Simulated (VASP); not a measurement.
A run of VASP 6.6.1 is set up as follows.

Contents of INCAR:

```
PREC = Accurate
ENCUT = 520
EDIFF = 1E-8
ISMEAR = -1
SIGMA = 0.15
LREAL = F
LASPH = T
NELM = 100
ALGO = Normal
ISIF = 2
LWAVE = F
LCHARG = F
GGA = PE
NBANDS = 15
IBRION = 8
NSW = 1
```

The input KPOINTS:

```
regular mesh
0
Gamma
  12 12 12
```

POSCAR

```
Be
1.0
    0.0000000000      2.9040111003      2.9040111003
    2.9040111003      0.0000000000      2.9040111003
    2.9040111003      2.9040111003      0.0000000000
Be
6
Direct
    0.5000000000      0.5000000000      0.5000000000
    0.7500000000      0.7500000000      0.7500000000
    0.1250000000      0.1250000000      0.1250000000
    0.1250000000      0.1250000000      0.6250000000
    0.1250000000      0.6250000000      0.1250000000
    0.6250000000      0.1250000000      0.1250000000
```

Potentials or basis: VASP PAW PBE potentials, release 64 (Be).

The run is started by

```bash
$ cat potpaw_PBE.64/Be/POTCAR > POTCAR
$ mpirun -np 1 vasp_std > vasp.out
```

Q: Estimate the highest phonon frequency at Γ.

A: 991 cm⁻¹.

Phonon frequencies in cm⁻¹ (negative: imaginary):
| q point | frequencies |
| --- | --- |
| (0.000, 0.000, 0.000) | 0 0 0 298 298 298 336 336 336 421 421 421 583 583 783 783 783 991 |
